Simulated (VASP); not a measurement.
# AsPt (Fd-3m) in VASP: notebook

AsPt is run at these levels: PBE; tasks: single point, relaxation of cell and atoms.

All numbers are computed with VASP 6.6.1; they aren't measurements. Logs are shortened: lines on timing, memory, paths and dates and some standing lists are left out, and cuts for length are marked.

## 1. The cell of the first run

It takes space group Fd-3m (No. 227, cubic). Conventional cell: a = 6.476 Å, b = 6.476 Å, c = 6.476 Å, α = 90.00°, β = 90.00°, γ = 90.00°. Within 3.7 Å of As (site symmetry -43m) lie 4 As at 2.80 Å and 10 Pt at 2.80 to 3.24 Å. Within 3.7 Å of Pt (site symmetry -43m) lie 10 As at 2.80 to 3.24 Å and 4 Pt at 2.80 Å.

## 2. Single point, PBE

Contents of INCAR:

```
SYSTEM = AsPt
PREC = Accurate
ENCUT = 520
EDIFF = 1E-6
ISMEAR = 0
SIGMA = 0.1
LREAL = .False.
LASPH = .True.
NELM = 60
ALGO = Normal
ISIF = 2
LWAVE = .False.
LCHARG = .False.
GGA = PE
NBANDS = 23
```

Contents of KPOINTS:

```
regular mesh
0
Gamma
  4 4 4
  0 0 0
```

Contents of POSCAR:

```
AsPt
1.0
    0.0000000000      3.2379034102      3.2379034102
    3.2379034102      0.0000000000      3.2379034102
    3.2379034102      3.2379034102      0.0000000000
As Pt
2 2
Direct
    0.5000000000      0.5000000000      0.5000000000
    0.7500000000      0.7500000000      0.7500000000
    0.0000000000      0.0000000000      0.0000000000
    0.2500000000      0.2500000000      0.2500000000
```

Potentials or basis: VASP PAW PBE potentials, release 64 (As, Pt).

Launch:

```
> cat potpaw_PBE.64/As/POTCAR potpaw_PBE.64/Pt/POTCAR > POTCAR
> mpirun -np 1 vasp_std > vasp.out
```

OUTCAR:

```text
SYSTEM = AsPt
   PREC = Accurate
   ENCUT = 520
   EDIFF = 1E-6
   ISMEAR = 0
   LREAL = .False.
   LASPH = .True.
   NELM = 60
   ISIF = 2
   GGA = PE

 ion  position               nearest neighbor table
   1  0.500  0.500  0.500-   4 2.80   2 2.80   4 2.80   2 2.80   4 2.80   4 2.80   2 2.80   2 2.80

   2  0.750  0.750  0.750-   1 2.80   1 2.80   3 2.80   3 2.80   1 2.80   1 2.80   3 2.80   3 2.80

   3  0.000  0.000  0.000-   2 2.80   2 2.80   4 2.80   4 2.80   2 2.80   2 2.80   4 2.80   4 2.80

   4  0.250  0.250  0.250-   3 2.80   1 2.80   3 2.80   1 2.80   3 2.80   3 2.80   1 2.80   1 2.80

  LATTYP: Found a face centered cubic cell.
 ALAT       =     6.4758068204

  Lattice vectors:

 A1 = (   0.0000000000,   3.2379034102,   3.2379034102)
 A2 = (   3.2379034102,   0.0000000000,   3.2379034102)
 A3 = (   3.2379034102,   3.2379034102,   0.0000000000)

Analysis of symmetry for initial positions (statically):
=====================================================================
 Subroutine PRICEL returns:
 Original cell was already a primitive cell.

 Routine SETGRP: Setting up the symmetry group for a
 face centered cubic supercell.

 Subroutine GETGRP returns: Found 48 space group operations
 (whereof 24 operations were pure point group operations)
 out of a pool of 48 trial point group operations.

The static configuration has the point symmetry T_d .
 The point group associated with its full space group is O_h .

Analysis of symmetry for dynamics (positions and initial velocities):
=====================================================================
 Subroutine PRICEL returns:
 Original cell was already a primitive cell.

 Routine SETGRP: Setting up the symmetry group for a
 face centered cubic supercell.

 Subroutine GETGRP returns: Found 48 space group operations
 (whereof 24 operations were pure point group operations)
 out of a pool of 48 trial point group operations.

The dynamic configuration has the point symmetry T_d .
 The point group associated with its full space group is O_h .

 Subroutine INISYM returns: Found 48 space group operations
 (whereof 24 operations are pure point group operations),
 and found     1 'primitive' translations

----------------------------------------------------------------------------------------

                                     Primitive cell

  volume of cell :      67.8925

  direct lattice vectors                    reciprocal lattice vectors
     0.000000000  3.237903410  3.237903410    -0.154420913  0.154420913  0.154420913
     3.237903410  0.000000000  3.237903410     0.154420913 -0.154420913  0.154420913
     3.237903410  3.237903410  0.000000000     0.154420913  0.154420913 -0.154420913

  length of vectors
     4.579086916  4.579086916  4.579086916     0.267464867  0.267464867  0.267464867

  position of ions in fractional coordinates (direct lattice)
     0.500000000  0.500000000  0.500000000
     0.750000000  0.750000000  0.750000000
     0.000000000  0.000000000  0.000000000
     0.250000000  0.250000000  0.250000000

  ion indices of the primitive-cell ions
   primitive index   ion index
                 1           1
                 2           2
                 3           3
                 4           4

----------------------------------------------------------------------------------------

 KPOINTS: regular mesh

Automatic generation of k-mesh.
 Grid dimensions read from file:
 generate k-points for:    4    4    4

 Generating k-lattice:

  Cartesian coordinates                     Fractional coordinates (reciprocal lattice)
    -0.038605228  0.038605228  0.038605228     0.250000000  0.000000000  0.000000000
     0.038605228 -0.038605228  0.038605228     0.000000000  0.250000000  0.000000000
     0.038605228  0.038605228 -0.038605228     0.000000000  0.000000000  0.250000000

  Length of vectors
     0.066866217  0.066866217  0.066866217

  Shift w.r.t. Gamma in fractional coordinates (k-lattice)
     0.000000000  0.000000000  0.000000000

 Subroutine IBZKPT returns following result:
 ===========================================

 Found      8 irreducible k-points:

 Following reciprocal coordinates:
            Coordinates               Weight
  0.000000  0.000000  0.000000      1.000000
  0.250000  0.000000  0.000000      8.000000
  0.500000  0.000000  0.000000      4.000000
  0.250000  0.250000  0.000000      6.000000
  0.500000  0.250000  0.000000     24.000000
 -0.250000  0.250000  0.000000     12.000000
  0.500000  0.500000  0.000000      3.000000
 -0.250000  0.500000  0.250000      6.000000
   k-points           NKPTS =      8   k-points in BZ     NKDIM =      8   number of bands    NBANDS=     23
   number of dos      NEDOS =    301   number of ions     NIONS =      4
   total plane-waves  NPLWV =  46656
   dimension x,y,z NGX =    36 NGY =   36 NGZ =   36
   dimension x,y,z NGXF=    72 NGYF=   72 NGZF=   72
   ions per type =               2   2
[... 46 lines left out ...]
  volume of cell :       67.89
 maximum number of plane-waves:      1850
 NGX is ok and might be reduce to    36
   NGX = 17   NGY = 17   NGZ = 17

 number of electron      30.0000001 magnetization

 Free energy of the ion-electron system (eV)
  ---------------------------------------------------
  ext. energy  EPLUGINS =         0.00000000
  ---------------------------------------------------
  free energy    TOTEN  =       -20.56781654 eV

  energy without entropy =      -20.54787618  energy(sigma->0) =      -20.55784636

 E-fermi :   8.5465     XC(G=0): -12.0200

 val. band max:        8.5423780740   @ k =   0.2500   0.0000   0.0000
 cond. band min:       8.5506046765   @ k =  -0.2500   0.2500   0.0000
 fundamental gap:      0.0082266024
 Fermi energy:         8.5464792293

 k-point     1 :       0.0000    0.0000    0.0000
  band No.  band energies     occupation
      1      -5.6327      2.00000
      2       0.8848      2.00000
      3       3.5376      2.00000
      4       3.5376      2.00000
      5       3.5376      2.00000
      6       4.4171      2.00000
[... 15 lines left out ...]
     22      14.1764      0.00000
     23      16.1856      0.00000

 k-point     2 :       0.2500    0.0000    0.0000
  band No.  band energies     occupation
      1      -5.0747      2.00000
      2      -0.5789      2.00000
      3       3.0347      2.00000
      4       3.0411      2.00000
      5       3.0411      2.00000
      6       4.5082      2.00000
[... 15 lines left out ...]
     22      14.5603      0.00000
     23      18.7067      0.00000

 k-point     3 :       0.5000    0.0000    0.0000
  band No.  band energies     occupation
      1      -4.1240      2.00000
      2      -2.1192      2.00000
      3       2.7632      2.00000
      4       2.7632      2.00000
      5       2.9166      2.00000
      6       4.4106      2.00000
[... 15 lines left out ...]
     22      15.5588      0.00000
     23      16.8579      0.00000

 k-point     4 :       0.2500    0.2500    0.0000
  band No.  band energies     occupation
      1      -4.8885      2.00000
      2      -0.9298      2.00000
      3       3.0442      2.00000
      4       3.4565      2.00000
      5       3.4565      2.00000
      6       4.1848      2.00000
[... 15 lines left out ...]
     22      17.2623      0.00000
     23      17.7131      0.00000

 k-point     5 :       0.5000    0.2500    0.0000
  band No.  band energies     occupation
      1      -3.9007      2.00000
      2      -2.2154      2.00000
      3       1.7444      2.00000
      4       3.0045      2.00000
      5       3.9910      2.00000
      6       4.6035      2.00000
[... 15 lines left out ...]
     22      15.4339      0.00000
     23      18.0232      0.00000

 k-point     6 :      -0.2500    0.2500    0.0000
  band No.  band energies     occupation
      1      -4.2874      2.00000
      2      -1.7037      2.00000
      3       1.5656      2.00000
      4       2.7539      2.00000
      5       4.2545      2.00000
      6       4.6982      2.00000
[... 15 lines left out ...]
     22      15.0017      0.00000
     23      18.2579      0.00000

 k-point     7 :       0.5000    0.5000    0.0000
  band No.  band energies     occupation
      1      -3.1125      2.00000
      2      -3.1125      2.00000
      3       3.2081      2.00000
      4       3.2081      2.00000
      5       3.2995      2.00000
      6       3.2995      2.00000
[... 15 lines left out ...]
     22      15.5950      0.00000
     23      19.4871      0.00000

 k-point     8 :      -0.2500    0.5000    0.2500
  band No.  band energies     occupation
      1      -3.0556      2.00000
      2      -3.0556      2.00000
      3       2.1083      2.00000
      4       2.1083      2.00000
      5       4.3001      2.00000
      6       4.3001      2.00000
[... 15 lines left out ...]
     22      16.0076      0.00000
     23      19.6874      0.00000

------------------------ aborting loop because EDIFF is reached ----------------------------------------

  FORCE on cell =-STRESS in cart. coord.  units (eV):
  Direction    XX          YY          ZZ          XY          YZ          ZX
  --------------------------------------------------------------------------------------
  -------------------------------------------------------------------------------------
  Total       -0.0442735     -0.0442735     -0.0442735      0.0000000     -0.0000000      0.0000000
  in kB       -1.0447988     -1.0447988     -1.0447988      0.0000000     -0.0000000      0.0000000
  external PRESSURE =      -1.0447988 kB  Pullay stress =       0.0000000 kB

 VOLUME and BASIS-vectors are now :
 -----------------------------------------------------------------------------
  energy-cutoff  :      520.00
  volume of cell :       67.89
      direct lattice vectors                 reciprocal lattice vectors
     0.000000000  3.237903410  3.237903410    -0.154420913  0.154420913  0.154420913
     3.237903410  0.000000000  3.237903410     0.154420913 -0.154420913  0.154420913
     3.237903410  3.237903410  0.000000000     0.154420913  0.154420913 -0.154420913

 POSITION                                       TOTAL-FORCE (eV/Angst)
 -----------------------------------------------------------------------------------
      3.23790      3.23790      3.23790        -0.000000     -0.000000     -0.000000
      4.85686      4.85686      4.85686         0.000000      0.000000      0.000000
      0.00000      0.00000      0.00000         0.000000      0.000000      0.000000
      1.61895      1.61895      1.61895        -0.000000     -0.000000     -0.000000
 -----------------------------------------------------------------------------------
    total drift:                                0.000000      0.000000     -0.000000

  FREE ENERGIE OF THE ION-ELECTRON SYSTEM (eV)
  ---------------------------------------------------
  free  energy   TOTEN  =       -20.5678165360 eV

  energy  without entropy=      -20.5478761782  energy(sigma->0) =      -20.55784636
```

Wall time 15 s (1 thread of Intel Xeon Platinum 8488C (Sapphire Rapids), shared host); peak memory 0.2 GiB.

Results:

| Quantity | Value |
| --- | --- |
| Free energy | -20.5678 eV |
| Pressure | -0.1 GPa |
| Band gap on the k mesh | zero (bands 15 and 16 overlap by 1.52 eV) |

Levels at points of the mesh, in eV from the Fermi level:
| k point | band 13 | band 14 | band 15 | band 16 | band 17 | band 18 |
| --- | --- | --- | --- | --- | --- | --- |
| (0.00, 0.00, 0.00) | -0.99 | -0.73 | -0.73 | -0.73 | 2.66 | 2.66 |
| (0.50, 0.00, 0.00) | -1.26 | 0.39 | 0.39 | 0.79 | 0.79 | 2.43 |
| (0.50, 0.50, 0.00) | -1.79 | -1.79 | -0.35 | -0.35 | 4.10 | 4.10 |

Caveat: the k points lie up to 0.42 Å⁻¹ apart, too coarse for converged energies and pressures of a metal; spin-orbit coupling is left out, which moves the levels of the heavy elements.

## 3. Relaxation of cell and atoms, PBE

This run uses another cell than the first one, of 19.35 Å³/atom.

Contents of INCAR:

```
SYSTEM = AsPt
PREC = Accurate ; ENCUT = 600
EDIFF = 1E-6 ; ISMEAR = 0
SIGMA = 0.1 ; LREAL = .FALSE.
LASPH = .TRUE. ; NELM = 60
ALGO = Normal ; ISIF = 3
LWAVE = .FALSE. ; LCHARG = .FALSE.
GGA = PE ; IBRION = 2
NSW = 90 ; EDIFFG = -0.04
```

Contents of KPOINTS:

```
Automatic mesh
0
G
  4 4 4
  0 0 0
```

Contents of POSCAR:

```
AsPt
1.0
    0.0000000000      3.3827330009      3.3827330009
    3.3827330009      0.0000000000      3.3827330009
    3.3827330009      3.3827330009      0.0000000000
As Pt
2 2
Direct
    0.5000000000      0.5000000000      0.5000000000
    0.7500000000      0.7500000000      0.7500000000
    0.0000000000      0.0000000000      0.0000000000
    0.2500000000      0.2500000000      0.2500000000
```

Potentials or basis: VASP PAW PBE potentials, release 64 (As, Pt).

Launch:

```
> cat potpaw_PBE.64/As/POTCAR potpaw_PBE.64/Pt/POTCAR > POTCAR
> mpirun -np 1 vasp_std > vasp.out
```

It took 59 s on 1 thread of Intel Xeon Platinum 8488C (Sapphire Rapids), shared host; peak memory 0.24 GiB.

It converged, with:

* Free energy: -20.5684 eV
* Relaxed volume: 16.97 Å³/atom
* Relaxed cell: a = 4.579 Å, b = 4.579 Å, c = 4.579 Å, α = 60.00°, β = 60.00°, γ = 60.00°
* Space group after relaxing (to 0.1 Å): Fd-3m (No. 227)
* Energy gained by relaxing: 116.5 meV/atom
* Ionic steps: 4
* Pressure after relaxing: -0.1 GPa
* Band gap on the k mesh: zero (bands 15 and 16 overlap by 1.52 eV)

Step by step:
| step | energy change (eV) | largest force (eV/Å) | pressure (GPa) | volume (Å³) |
| --- | --- | --- | --- | --- |
| 1 | 0.0000 | 0.0000 | -13.66 | 77.42 |
| 2 | 0.0220 | 0.0000 | 23.46 | 60.36 |
| 3 | -0.4657 | 0.0000 | -0.44 | 68.08 |
| 4 | -0.4659 | 0.0000 | -0.05 | 67.90 |

Final structure:
```cif
data_structure
_symmetry_space_group_name_H-M 'P 1'
_symmetry_Int_Tables_number 1
_cell_length_a 4.5792
_cell_length_b 4.5792
_cell_length_c 4.5792
_cell_angle_alpha 60.000
_cell_angle_beta 60.000
_cell_angle_gamma 60.000
_cell_volume 67.90
loop_
_atom_site_label
_atom_site_type_symbol
_atom_site_fract_x
_atom_site_fract_y
_atom_site_fract_z
_atom_site_occupancy
As1 As 0.50000 0.50000 0.50000 1
As2 As 0.75000 0.75000 0.75000 1
Pt1 Pt 0.00000 0.00000 0.00000 1
Pt2 Pt 0.25000 0.25000 0.25000 1
```

Levels at points of the mesh, in eV from the Fermi level:
```tsv
k point	band 12	band 13	band 14	band 15	band 16	band 17	band 18	band 19
(0.00, 0.00, 0.00)	-0.99	-0.99	-0.73	-0.73	-0.73	2.66	2.66	2.66
(0.50, 0.00, 0.00)	-1.72	-1.26	0.39	0.39	0.79	0.79	2.43	2.82
(0.50, 0.50, 0.00)	-2.31	-1.79	-1.79	-0.35	-0.35	4.10	4.10	4.55
```

Caveat: the k points lie up to 0.42 Å⁻¹ apart in the final cell, too coarse for converged energies and pressures of a metal; spin-orbit coupling is left out, which moves the levels of the heavy elements.

## 4. Single point, PBE

This run uses another cell than the first one, of 17.02 Å³/atom.

Contents of INCAR:

```
SYSTEM = AsPt
ALGO     = Normal         ! electronic algorithm
EDIFF    = 1E-7           ! SCF threshold, eV
ENCUT    = 520            ! plane-wave cutoff, eV
GGA      = PE             ! functional
ISIF     = 2              ! what is computed and relaxed
ISMEAR   = 0              ! smearing method
LASPH    = .True.         ! aspherical terms in the spheres
LCHARG   = .False.        ! write CHGCAR
LREAL    = .False.        ! projectors in reciprocal space
LWAVE    = .False.        ! write WAVECAR
NBANDS   = 23             ! bands
NELM     = 60             ! most SCF steps
PREC     = Accurate       ! precision mode
SIGMA    = 0.1            ! smearing width, eV
```

Contents of KPOINTS:

```
k-points
0
Gamma
  12 12 12
  0 0 0
```

Contents of POSCAR:

```
AsPt
1.0
    0.0000000000      3.2411400221      3.2411400221
    3.2411400221      0.0000000000      3.2411400221
    3.2411400221      3.2411400221      0.0000000000
As Pt
2 2
Direct
    0.5000000000      0.5000000000      0.5000000000
    0.7500000000      0.7500000000      0.7500000000
    0.0000000000      0.0000000000      0.0000000000
    0.2500000000      0.2500000000      0.2500000000
```

Launch:

```
> cat potpaw_PBE.64/As/POTCAR potpaw_PBE.64/Pt/POTCAR > POTCAR
> mpirun -np 1 vasp_std > vasp.out
```

Wall time 82 s (1 thread of Intel Xeon Platinum 8488C (Sapphire Rapids), shared host); peak memory 0.26 GiB.

It converged, with:

```yaml
Free_energy: -20.4960 eV
Pressure: -0.1 GPa
Band_gap_on_the_k_mesh: zero (bands 15 and 16 overlap by 1.51 eV)
```

Levels at points of the mesh, in eV from the Fermi level:
```csv
k point,band 12,band 13,band 14,band 15,band 16,band 17,band 18,band 19
"(0.00, 0.00, 0.00)",-1.04,-1.04,-0.80,-0.80,-0.80,2.58,2.58,2.58
"(0.50, 0.00, 0.00)",-1.78,-1.32,0.32,0.32,0.72,0.72,2.34,2.74
"(0.50, 0.50, 0.00)",-2.37,-1.85,-1.85,-0.42,-0.42,4.01,4.01,4.46
```

Caveat: spin-orbit coupling is left out, which moves the levels of the heavy elements.

## 5. Relaxation of cell and atoms, PBE

Contents of INCAR:

```
ALGO = Normal
EDIFF = 1E-6
EDIFFG = -0.01
ENCUT = 600
GGA = PE
IBRION = 2
ISIF = 3
ISMEAR = 0
LASPH = True
LCHARG = False
LREAL = False
LWAVE = False
NELM = 100
NSW = 100
PREC = Accurate
SIGMA = 0.1
```

Contents of KPOINTS:

```
k-points
0
Gamma
  12 12 12
```

Contents of POSCAR:

```
AsPt
1.0
    0.0000000000      3.2379034102      3.2379034102
    3.2379034102      0.0000000000      3.2379034102
    3.2379034102      3.2379034102      0.0000000000
As Pt
2 2
Direct
    0.5000000000      0.5000000000      0.5000000000
    0.7500000000      0.7500000000      0.7500000000
    0.0000000000      0.0000000000      0.0000000000
    0.2500000000      0.2500000000      0.2500000000
```

Launch:

```
> cat potpaw_PBE.64/As/POTCAR potpaw_PBE.64/Pt/POTCAR > POTCAR
> mpirun -np 1 vasp_std > vasp.out
```

It took 3.5 min on 1 thread of Intel Xeon Platinum 8488C (Sapphire Rapids), shared host; peak memory 0.31 GiB.

Results (log left out):

```
Free energy                           : -20.4959 eV
Relaxed volume                        : 17.02 Å³/atom
Relaxed cell                          : a = 4.583 Å, b = 4.583 Å, c = 4.583 Å, α = 60.00°, β = 60.00°, γ = 60.00°
Space group after relaxing (to 0.1 Å) : Fd-3m (No. 227)
Energy gained by relaxing             : 0.1 meV/atom
Ionic steps                           : 3
Pressure after relaxing               : 0.0 GPa
Band gap on the k mesh                : zero (bands 15 and 16 overlap by 1.51 eV)
```

The path:
```csv
step,energy change (eV),largest force (eV/Å),pressure (GPa),volume (Å³)
1,0.0000,0.0000,0.40,67.89
2,0.0002,0.0000,-0.50,68.31
3,-0.0002,0.0000,0.01,68.07
```

Final structure:
```cif
data_structure
_symmetry_space_group_name_H-M 'P 1'
_symmetry_Int_Tables_number 1
_cell_length_a 4.5831
_cell_length_b 4.5831
_cell_length_c 4.5831
_cell_angle_alpha 60.000
_cell_angle_beta 60.000
_cell_angle_gamma 60.000
_cell_volume 68.07
loop_
_atom_site_label
_atom_site_type_symbol
_atom_site_fract_x
_atom_site_fract_y
_atom_site_fract_z
_atom_site_occupancy
As1 As 0.50000 0.50000 0.50000 1
As2 As 0.75000 0.75000 0.75000 1
Pt1 Pt 0.00000 0.00000 0.00000 1
Pt2 Pt 0.25000 0.25000 0.25000 1
```

Levels at points of the mesh, in eV from the Fermi level:
```csv
k point,band 12,band 13,band 14,band 15,band 16,band 17,band 18,band 19
"(0.00, 0.00, 0.00)",-1.04,-1.04,-0.80,-0.80,-0.80,2.58,2.58,2.58
"(0.50, 0.00, 0.00)",-1.78,-1.32,0.32,0.32,0.72,0.72,2.34,2.74
"(0.50, 0.50, 0.00)",-2.37,-1.85,-1.85,-0.42,-0.42,4.01,4.01,4.46
```

Caveat: spin-orbit coupling is left out, which moves the levels of the heavy elements.

## 6. Summary

| task | cell | k mesh | cutoff (eV) | gap on the mesh (eV) | pressure (GPa) | relaxed volume (Å³/atom) |
| --- | --- | --- | --- | --- | --- | --- |
| single point | a = 4.579 Å, angles 60.0°, 4 atoms | 4 × 4 × 4 | 520 | none | -0.1 | - |
| relaxation of cell and atoms | relaxed from a = 4.784 Å, angles 60.0°, 4 atoms | 4 × 4 × 4 | 600 | none | -0.1 | 16.97 |
| single point | a = 4.584 Å, angles 60.0°, 4 atoms | 12 × 12 × 12 | 520 | none | -0.1 | - |
| relaxation of cell and atoms | relaxed from a = 4.579 Å, angles 60.0°, 4 atoms | 12 × 12 × 12 | 600 | none | 0.0 | 17.02 |

Alike in all rows: level PBE; potentials or basis VASP PAW PBE potentials, release 64 (As, Pt); no spin polarisation; smearing gaussian 0.1 eV.

Caveats: some runs use coarse meshes; spin-orbit coupling is left out, which moves the levels of the heavy elements.

Total energies depend on the potentials used, so only differences within one code and one set of settings carry meaning.
